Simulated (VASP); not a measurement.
# PbS (R3m) in VASP: a series of runs

PbS is run at these levels: PBEsol; tasks: single point.

All numbers are computed with VASP 6.6.1; they aren't measurements. Logs are shortened: lines on timing, memory, paths and dates and some standing lists are left out, and cuts for length are marked.

## (1) The cell of the first run

The structure is trigonal, space group R3m (No. 160). The conventional cell has a = 4.132 Å, b = 4.132 Å, c = 9.816 Å, α = 90.00°, β = 90.00°, γ = 120.00°. Within 3.6 Å of Pb (site symmetry 3m) lie 6 S at 2.76 to 3.04 Å. S (site symmetry 3m) has 6 Pb at 2.76 to 3.04 Å within 3.6 Å.

## (2) Single point, PBEsol (strained)

Input file INCAR:

```
SYSTEM = PbS
PREC = Accurate ; ENCUT = 520
EDIFF = 1E-6 ; ISMEAR = 0
SIGMA = 0.02 ; LREAL = .False.
LASPH = .True. ; NELM = 100
ALGO = Normal ; ISIF = 2
LWAVE = .False. ; LCHARG = .False.
GGA = PS ; NBANDS = 17
```

Input file KPOINTS:

```
Automatic mesh
0
Gamma
  9 9 9
  0 0 0
```

Input file POSCAR:

```
PbS
1.0
    2.0659718821      1.1927894222      3.2720714151
   -2.0659718821      1.1927894222      3.2720714151
    0.0000000000     -2.3855788445      3.2720714151
Pb S
1 1
Direct
    0.9902222522      0.9902222522      0.9902222522
    0.4653790778      0.4653790778      0.4653790778
```

Potentials or basis: VASP PAW PBE potentials, release 64 (Pb_d, S).

Launch:

```sh
> cat potpaw_PBE.64/Pb_d/POTCAR potpaw_PBE.64/S/POTCAR > POTCAR
> mpirun -np 1 vasp_std > vasp.out
```

OUTCAR:

```text
SYSTEM = PbS
   PREC = Accurate
   ENCUT = 520
   EDIFF = 1E-6
   ISMEAR = 0
   LREAL = .False.
   LASPH = .True.
   NELM = 100
   ISIF = 2
   GGA = PS

 ion  position               nearest neighbor table
   1  0.990  0.990  0.990-   2 2.76   2 2.76   2 2.76   2 3.04   2 3.04   2 3.04
   2  0.465  0.465  0.465-   1 2.76   1 2.76   1 2.76   1 3.04   1 3.04   1 3.04

  LATTYP: Found a trigonal (rhomboedric) cell.
 ALAT       =     4.0493749850
 COS(alpha) =     0.4794016141

  Lattice vectors:

 A1 = (   2.0659718821,   1.1927894222,   3.2720714151)
 A2 = (  -2.0659718821,   1.1927894222,   3.2720714151)
 A3 = (   0.0000000000,  -2.3855788445,   3.2720714151)

Analysis of symmetry for initial positions (statically):
=====================================================================
 Subroutine PRICEL returns:
 Original cell was already a primitive cell.

 Routine SETGRP: Setting up the symmetry group for a
 trigonal (rhombohedral) supercell.

 Subroutine GETGRP returns: Found  6 space group operations
 (whereof  6 operations were pure point group operations)
 out of a pool of 12 trial point group operations.

The static configuration has the point symmetry C_3v.

Analysis of symmetry for dynamics (positions and initial velocities):
=====================================================================
 Subroutine PRICEL returns:
 Original cell was already a primitive cell.

 Routine SETGRP: Setting up the symmetry group for a
 trigonal (rhombohedral) supercell.

 Subroutine GETGRP returns: Found  6 space group operations
 (whereof  6 operations were pure point group operations)
 out of a pool of 12 trial point group operations.

The dynamic configuration has the point symmetry C_3v.

 Subroutine INISYM returns: Found  6 space group operations
 (whereof  6 operations are pure point group operations),
 and found     1 'primitive' translations

----------------------------------------------------------------------------------------

                                     Primitive cell

  volume of cell :      48.3796

  direct lattice vectors                    reciprocal lattice vectors
     2.065971882  1.192789422  3.272071415     0.242016847  0.139728492  0.101872267
    -2.065971882  1.192789422  3.272071415    -0.242016847  0.139728492  0.101872267
     0.000000000 -2.385578844  3.272071415     0.000000000 -0.279456983  0.101872267

  length of vectors
     4.049374985  4.049374985  4.049374985     0.297446069  0.297446069  0.297446069

  position of ions in fractional coordinates (direct lattice)
     0.990222252  0.990222252  0.990222252
     0.465379078  0.465379078  0.465379078

  ion indices of the primitive-cell ions
   primitive index   ion index
                 1           1
                 2           2

----------------------------------------------------------------------------------------

 KPOINTS: Automatic mesh

Automatic generation of k-mesh.
 Grid dimensions read from file:
 generate k-points for:    9    9    9

 Generating k-lattice:

  Cartesian coordinates                     Fractional coordinates (reciprocal lattice)
     0.026890761  0.015525388  0.011319141     0.111111111  0.000000000  0.000000000
    -0.026890761  0.015525388  0.011319141     0.000000000  0.111111111  0.000000000
     0.000000000 -0.031050776  0.011319141    -0.000000000 -0.000000000  0.111111111

  Length of vectors
     0.033049563  0.033049563  0.033049563

  Shift w.r.t. Gamma in fractional coordinates (k-lattice)
     0.000000000  0.000000000  0.000000000

 Subroutine IBZKPT returns following result:
 ===========================================

 Found     85 irreducible k-points:

 Following reciprocal coordinates:
            Coordinates               Weight
  0.000000  0.000000  0.000000      1.000000
  0.111111 -0.000000  0.000000      6.000000
  0.222222 -0.000000  0.000000      6.000000
  0.333333 -0.000000  0.000000      6.000000
  0.444444 -0.000000  0.000000      6.000000
  0.111111  0.111111  0.000000      6.000000
[... 16 lines left out ...]
 -0.333333  0.333333  0.000000      6.000000
  0.444444  0.444444  0.000000      6.000000
 [... further k-points ...]
   k-points           NKPTS =     85   k-points in BZ     NKDIM =     85   number of bands    NBANDS=     17
   number of dos      NEDOS =    301   number of ions     NIONS =      2
   total plane-waves  NPLWV =  27000
   dimension x,y,z NGX =    30 NGY =   30 NGZ =   30
   dimension x,y,z NGXF=    60 NGYF=   60 NGZF=   60
   ions per type =               1   1
   NGX,Y,Z   is equivalent  to a cutoff of  12.32, 12.32, 12.32 a.u.
   NGXF,Y,Z  is equivalent  to a cutoff of  24.63, 24.63, 24.63 a.u.
 SYSTEM =  PbS
   PREC   = accura    normal or accurate (medium, high low for compatibility)
   ISTART =      0    job   : 0-new  1-cont  2-samecut
   ICHARG =      2    charge: 1-file 2-atom 10-const
   ISPIN  =      1    spin polarized calculation?
   LNONCOLLINEAR =      F non collinear calculations
   LSORBIT =      F    spin-orbit coupling
   LASPH  =      T    aspherical Exc in radial PAW
   ENCUT  =  520.0 eV  38.22 Ry    6.18 a.u.   7.53  7.53  7.53*2*pi/ulx,y,z
   NELM   =    100;   NELMIN=  2; NELMDL= -5     # of ELM steps
   EDIFF  = 0.1E-05   stopping-criterion for ELM
   LREAL  =      F    real-space projection
   EDIFFG = 0.1E-04   stopping-criterion for IOM
   NSW    =      0    number of steps for IOM
   IBRION =     -1    ionic relax: 0-MD 1-quasi-New 2-CG
   NFREE  =      0    steps in history (QN), initial steepest desc. (CG)
   ISIF   =      2    stress and relaxation
   ISYM   =      2    0-nonsym 1-usesym 2-fastsym
   POTIM  = 0.5000    time-step for ionic-motion
   TEBEG  =    0.0;   TEEND  =   0.0 temperature during run
   PSTRESS=    0.0 pullay stress
   NELECT =      20.0000    total number of electrons
   NUPDOWN=      -1.0000    fix difference up-down
   EMIN   =  10.00;   EMAX   =-10.00  energy-range for DOS
   EFERMI =   0.00;   METHOD = LEGACY
   ISMEAR =     0;   SIGMA  =   0.02  broadening in eV -4-tet -1-fermi 0-gaus
   EFERMI_NEDOS =   21; number of points for ismear=-14 and -15
   IALGO  =     38    algorithm
   IMIX   =      4    mixing-type and parameters
     AMIX     =   0.40;   BMIX     =  1.00
     AMIX_MAG =   1.60;   BMIX_MAG =  1.00
  volume/ion in A,a.u.               =      24.19       163.24
  Fermi-wavevector in a.u.,A,eV,Ry     =   1.219544  2.304604 20.235771  1.487287
  Thomas-Fermi vector in A             =   2.354792
   LORBIT       =      0    0 simple, 1 ext, 2 COOP (PROOUT), +10 PAW based schemes
   GGA     = PS    functional components
   LHFCALC =     F    Hartree Fock is set to
   AEXX    =    0.0000 exact exchange contribution
   IVDW    =     0    specifies the selected vdW correction
   LEPSILON=     F    determine dielectric tensor
   LRPA    =     F    only Hartree local field effects (RPA)
 non-spin polarized calculation
 Gauss-broadening in eV      SIGMA  =   0.02
  energy-cutoff  :      520.00
  volume of cell :       48.38
 maximum number of plane-waves:      1321
 NGX is ok and might be reduce to    30
   NGX = 15   NGY = 15   NGZ = 15

 number of electron      20.0000000 magnetization

 Free energy of the ion-electron system (eV)
  ---------------------------------------------------
  ext. energy  EPLUGINS =         0.00000000
  ---------------------------------------------------
  free energy    TOTEN  =        -9.36918374 eV

  energy without entropy =       -9.36918374  energy(sigma->0) =       -9.36918374

 E-fermi :   6.6349     XC(G=0): -10.2354

 val. band max:        6.4807165092   @ k =   0.4444  -0.0000   0.0000
 cond. band min:       7.2724532892   @ k =   0.4444  -0.0000   0.0000
 fundamental gap:      0.7917367800
 Fermi energy:         6.6349339160

 k-point     1 :       0.0000    0.0000    0.0000
  band No.  band energies     occupation
      1     -10.1635      2.00000
      2     -10.1625      2.00000
      3     -10.1625      2.00000
      4     -10.1498      2.00000
      5     -10.1498      2.00000
      6      -7.6730      2.00000
[... 9 lines left out ...]
     16      13.9117      0.00000
     17      15.0699      0.00000

 k-point     2 :       0.1111   -0.0000    0.0000
  band No.  band energies     occupation
      1     -10.1675      2.00000
      2     -10.1670      2.00000
      3     -10.1557      2.00000
      4     -10.1510      2.00000
      5     -10.1436      2.00000
      6      -7.5510      2.00000
[... 9 lines left out ...]
     16      14.0274      0.00000
     17      15.9890      0.00000

 k-point     3 :       0.2222   -0.0000    0.0000
  band No.  band energies     occupation
      1     -10.1812      2.00000
      2     -10.1798      2.00000
      3     -10.1535      2.00000
      4     -10.1359      2.00000
      5     -10.1266      2.00000
      6      -7.2032      2.00000
[... 9 lines left out ...]
     16      14.5260      0.00000
     17      17.9152      0.00000

 k-point     4 :       0.3333   -0.0000    0.0000
  band No.  band energies     occupation
      1     -10.1979      2.00000
      2     -10.1946      2.00000
      3     -10.1542      2.00000
      4     -10.1143      2.00000
      5     -10.1069      2.00000
      6      -6.7026      2.00000
[... 9 lines left out ...]
     16      15.5331      0.00000
     17      19.1218      0.00000
[... 343 lines left out ...]
      1     -10.3454      2.00000
      2     -10.1746      2.00000
      3     -10.1408      2.00000
      4     -10.0902      2.00000
      5     -10.0857      2.00000
      6      -5.6711      2.00000
[... 9 lines left out ...]
     16      17.9228      0.00000
     17      18.9803      0.00000

 k-point    23 :      -0.3333    0.3333    0.0000
  band No.  band energies     occupation
      1     -10.3095      2.00000
      2     -10.1667      2.00000
      3     -10.1423      2.00000
      4     -10.1073      2.00000
      5     -10.0953      2.00000
      6      -5.7223      2.00000
[... 9 lines left out ...]
     16      17.2846      0.00000
     17      18.7353      0.00000

 k-point    24 :       0.4444    0.4444    0.0000
  band No.  band energies     occupation
      1     -10.3908      2.00000
      2     -10.1954      2.00000
      3     -10.1209      2.00000
      4     -10.0791      2.00000
      5     -10.0710      2.00000
      6      -5.6947      2.00000
[... 9 lines left out ...]
     16      18.6532      0.00000
     17      18.7321      0.00000

 [... further k-points ...]
[... 5 lines left out ...]
  --------------------------------------------------------------------------------------
  -------------------------------------------------------------------------------------
  Total        1.4456474      1.4456474      1.7370692      0.0000000     -0.0000000      0.0000000
  in kB       47.8752179     47.8752179     57.5261737      0.0000000     -0.0000000      0.0000000
  external PRESSURE =      51.0922032 kB  Pullay stress =       0.0000000 kB

 VOLUME and BASIS-vectors are now :
 -----------------------------------------------------------------------------
  energy-cutoff  :      520.00
  volume of cell :       48.38
      direct lattice vectors                 reciprocal lattice vectors
     2.065971882  1.192789422  3.272071415     0.242016847  0.139728492  0.101872267
    -2.065971882  1.192789422  3.272071415    -0.242016847  0.139728492  0.101872267
     0.000000000 -2.385578844  3.272071415     0.000000000 -0.279456983  0.101872267

 POSITION                                       TOTAL-FORCE (eV/Angst)
 -----------------------------------------------------------------------------------
      0.00000     -0.00000      9.72023         0.000000      0.000000     -0.448611
      0.00000     -0.00000      4.56826         0.000000     -0.000000      0.448611
 -----------------------------------------------------------------------------------
    total drift:                               -0.000000      0.000000     -0.000171

  FREE ENERGIE OF THE ION-ELECTRON SYSTEM (eV)
  ---------------------------------------------------
  free  energy   TOTEN  =        -9.3691837375 eV

  energy  without entropy=       -9.3691837375  energy(sigma->0) =       -9.36918374
```

Wall time 52 s (1 thread of Intel Xeon Platinum 8375C at 2.90GHz (Ice Lake), shared host); peak memory 0.21 GiB.

What came out:

```
Free energy   : -9.3692 eV
Pressure      : 5.1 GPa
Largest force : 0.449 eV/Å
```

Forces in eV/Å, atoms in the order of the input:
```
Pb   0.000  0.000 -0.449
S    0.000  0.000  0.449
```

Caveat: the cell differs from its parent crystal (strained); this odd mesh misses L, where the gap lies, so gap, dielectric constants and Born charges aren't listed; the PAW data sets were made with another functional, which shifts forces and pressure a little; spin-orbit coupling is left out, which moves the levels of the heavy elements.

## (3) Single point, PBEsol (strained)

Input file INCAR:

```
SYSTEM = PbS
PREC = Accurate ; ENCUT = 520
EDIFF = 1E-7 ; ISMEAR = 0
SIGMA = 0.02 ; LREAL = .FALSE.
LASPH = .TRUE. ; NELM = 80
ALGO = Normal ; ISIF = 2
LWAVE = .FALSE. ; LCHARG = .TRUE.
GGA = PS ; LELF = .TRUE.
LVHAR = .TRUE. ; NBANDS = 17
```

Input file KPOINTS:

```
regular mesh
0
G
  9 9 9
  0 0 0
```

Input file POSCAR:

```
PbS
1.0
    2.1112884757      1.2189529697      3.3461150187
   -2.1112884757      1.2189529697      3.3461150187
    0.0000000000     -2.4379059396      3.3461150187
Pb S
1 1
Direct
    1.0047069605      1.0047069605      1.0047069605
    0.4508943695      0.4508943695      0.4508943695
```

Potentials or basis: VASP PAW PBE potentials, release 64 (Pb_d, S).

Launch:

```sh
> cat potpaw_PBE.64/Pb_d/POTCAR potpaw_PBE.64/S/POTCAR > POTCAR
> mpirun -np 1 vasp_std > vasp.out
```

Wall time 54 s (1 thread of Intel Xeon Platinum 8375C at 2.90GHz (Ice Lake), shared host); peak memory 0.22 GiB.

It converged, with:

- Free energy: -9.2420 eV
- Pressure: 3.9 GPa
- Largest force: 1.062 eV/Å

Forces on the atoms (eV/Å):
```
Pb   0.000  0.000 -1.062
S    0.000  0.000  1.062
```

Stress tensor (GPa, compression positive):
```
3.98 0.00 0.00
0.00 3.98 0.00
0.00 0.00 3.67
```

Levels at points of the mesh, in eV from the Fermi level:
| k point | band 6 | band 7 | band 8 | band 9 | band 10 | band 11 | band 12 | band 13 | band 14 | band 15 |
| --- | --- | --- | --- | --- | --- | --- | --- | --- | --- | --- |
| (0.00, 0.00, 0.00) | -13.79 | -5.64 | -2.35 | -2.35 | -1.56 | 4.07 | 4.77 | 4.77 | 7.28 | 7.28 |

Caveat: the cell differs from its parent crystal (strained); this odd mesh misses L, where the gap lies, so gap, dielectric constants and Born charges aren't listed; the PAW data sets were made with another functional, which shifts forces and pressure a little; spin-orbit coupling is left out, which moves the levels of the heavy elements.

## (4) Single point, PBEsol (strained)

Input file INCAR:

```
ALGO = Normal
EDIFF = 1E-6
ENCUT = 520
GGA = PS
ISIF = 2
ISMEAR = 0
LASPH = T
LCHARG = T
LELF = T
LREAL = F
LVHAR = T
LWAVE = F
NBANDS = 17
NELM = 100
PREC = Accurate
SIGMA = 0.02
```

Input file KPOINTS:

```
k-points
0
Gamma
  9 9 9
```

Input file POSCAR:

```
PbS
1.0
    2.1128518454      1.2198555816      3.7628993869
   -2.1128518454      1.2198555816      3.7628993869
    0.0000000000     -2.4397111633      3.7628993869
Pb S
1 1
Direct
    0.9902222522      0.9902222522      0.9902222522
    0.4653790778      0.4653790778      0.4653790778
```

Launch:

```sh
> cat potpaw_PBE.64/Pb_d/POTCAR potpaw_PBE.64/S/POTCAR > POTCAR
> mpirun -np 1 vasp_std > vasp.out
```

It took 72 s on 1 thread of Intel Xeon Platinum 8375C at 2.90GHz (Ice Lake), shared host; peak memory 0.25 GiB.

Results (log left out):

```yaml
Free_energy: -9.3220 eV
Pressure: -4.8 GPa
Largest_force: 0.173 eV/Å
```

Forces in eV/Å, atoms in the order of the input:
```
Pb   0.000  0.000  0.173
S    0.000  0.000 -0.173
```

Stress tensor (GPa, compression positive):
```
-4.07  0.00  0.00
 0.00 -4.07  0.00
 0.00  0.00 -6.36
```

Levels at points of the mesh, in eV from the Fermi level:
```
           k point  band 7  band 8  band 9  band 10  band 11  band 12  band 13  band 14
(0.00, 0.00, 0.00)   -6.17   -1.90   -1.48    -1.48     4.34     4.83     4.83     7.00
```

Caveat: the cell differs from its parent crystal (strained); this odd mesh misses L, where the gap lies, so gap, dielectric constants and Born charges aren't listed; the PAW data sets were made with another functional, which shifts forces and pressure a little; spin-orbit coupling is left out, which moves the levels of the heavy elements.

(Part 1 of 2 ends here.)
